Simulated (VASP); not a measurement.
A run of VASP 6.6.1 is set up as follows.

The input INCAR:

```
SYSTEM = MnPt3
PREC = Accurate ; ENCUT = 520
EDIFF = 1E-6 ; ISMEAR = 0
SIGMA = 0.1 ; LREAL = .FALSE.
LASPH = .TRUE. ; NELM = 150
ALGO = Normal ; ISIF = 2
LWAVE = .FALSE. ; LCHARG = .FALSE.
ISPIN = 2 ; MAGMOM = 4.18 0.16 0.16 0.16
LORBIT = 11 ; LMAXMIX = 4
GGA = PS ; NBANDS = 34
```

The input KPOINTS:

```
regular mesh
0
G
  12 12 12
  0 0 0
```

The input POSCAR:

```
MnPt3
1.0
    3.8730970258      0.0000000000      0.0000000000
    0.0000000000      3.8730970258      0.0000000000
    0.0000000000      0.0000000000      3.8730970258
Mn Pt
1 3
Direct
    0.0000000000      0.0000000000      0.0000000000
    0.0000000000      0.5000000000      0.5000000000
    0.5000000000      0.0000000000      0.5000000000
    0.5000000000      0.5000000000      0.0000000000
```

Potentials or basis: VASP PAW PBE potentials, release 64 (Mn_pv, Pt).

Run with:

```console
$ cat potpaw_PBE.64/Mn_pv/POTCAR potpaw_PBE.64/Pt/POTCAR > POTCAR
$ mpirun -np 1 vasp_std > vasp.out
```

Task: What does it give for the pressure?

Result: -0.2 GPa.

Task: Predict the net moment.

Result: 4.18 μB per cell.

Task: What does it give for the site moments?

Result: Mn +3.69; Pt +0.12 μB.

Caveat: the PAW data sets were made with another functional, which shifts forces and pressure a little.
